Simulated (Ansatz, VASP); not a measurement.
## One calculation of MnO, two programs

```xyz
4
Lattice="-2.2200 -2.2200 4.4401 -4.4401 -2.2200 2.2200 -2.2200 -4.4401 2.2200" Properties=species:S:1:pos:R:3 pbc="T T T"
Mn    0.0000    0.0000    0.0000
Mn   -4.4401   -4.4401    4.4401
O     2.2200    2.2200    2.2200
O    -2.2200   -2.2200    6.6601
```

Alike in both runs: task single point; functional PBE; k mesh 10 × 10 × 10; occupations gaussian, width 0.05 eV; collinear spin.

|  | VASP | Ansatz |
| --- | --- | --- |
| version | VASP 6.6.1 | Ansatz 0.2.0 |
| potentials or method | VASP PAW PBE potentials, release 64 (Mn_pv, O), cutoff 520 eV | scalar-relativistic, plane waves, PAW |
| valence electrons in the cell | 38 | 42 |

|  | VASP | Ansatz | Ansatz less VASP |
| --- | --- | --- | --- |
| gap on the k mesh at the Fermi level (eV) | none | none | - |
| pressure (GPa) | 1.0 | 0.8 | -0.21 |
| net moment per atom (μB) | 2.40 | 2.40 | 0.000 |
| size of the moment on the site where the two differ most (μB) | 4.35 | 4.06 | -0.288 |

Site moments also hang on the region over which each program counts them. A gap of «none» marks a metal or a gap that the smearing closes. VASP's potentials hold 38 valence electrons a cell and Ansatz's 42, so a difference there can come from the potentials and not from the codes.
